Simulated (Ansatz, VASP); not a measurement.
## One calculation of TiAl3, two programs

Contents of INCAR:

```
ALGO = Normal
EDIFF = 1E-6
ENCUT = 520
GGA = PS
ISIF = 2
ISMEAR = 0
LASPH = T
LCHARG = F
LREAL = F
LWAVE = F
NBANDS = 18
NELM = 60
PREC = Accurate
SIGMA = 0.1
```

The input KPOINTS:

```
k-points
0
Gamma
  10 10 10
```

POSCAR

```
TiAl3
1.0
    3.9556712500      0.0000000000      0.0000000000
    0.0000000000      3.9556712500      0.0000000000
    0.0000000000      0.0000000000      3.9556712500
Ti Al
1 3
Direct
    0.0000000000      0.0000000000      0.0000000000
    0.5000000000      0.5000000000      0.0000000000
    0.5000000000      0.0000000000      0.5000000000
    0.0000000000      0.5000000000      0.5000000000
```

Input for Ansatz:

```yaml
crystal:
  lattice:
    - [3.95567125, 0.0, 0.0]
    - [0.0, 3.95567125, 0.0]
    - [0.0, 0.0, 3.95567125]
  atoms:
    - { symbol: Ti, position: [0.0, 0.0, 0.0] }
    - { symbol: Al, position: [0.5, 0.5, 0.0] }
    - { symbol: Al, position: [0.5, 0.0, 0.5] }
    - { symbol: Al, position: [0.0, 0.5, 0.5] }
basis:
  ecutwfc: 420
kpoints:
  mp_grid: { grid: [10, 10, 10] }
hamiltonian:
  xc: pbesol
scf:
  occupations: { method: gaussian, width: 0.1 }
output:
  forces: true
  stress: true
  eigenvalues: true
  populations: true
```

Alike in both runs: task single point; functional PBEsol; k mesh 10 × 10 × 10; occupations gaussian, width 0.1 eV; no spin polarisation.

|  | VASP | Ansatz |
| --- | --- | --- |
| version | VASP 6.6.1 | Ansatz 0.2.0 |
| potentials or method | VASP PAW PBE potentials, release 64 (Ti_sv, Al), cutoff 520 eV | scalar-relativistic, plane waves, PAW |
| valence electrons in the cell | 21 | 21 |

|  | VASP | Ansatz | Ansatz less VASP |
| --- | --- | --- | --- |
| gap on the k mesh at the Fermi level (eV) | none | none | - |
| pressure (GPa) | -0.6 | -0.6 | +0.01 |

VASP's potentials were made for PBE, not for PBEsol. A gap of «none» marks a metal or a gap that the smearing closes.
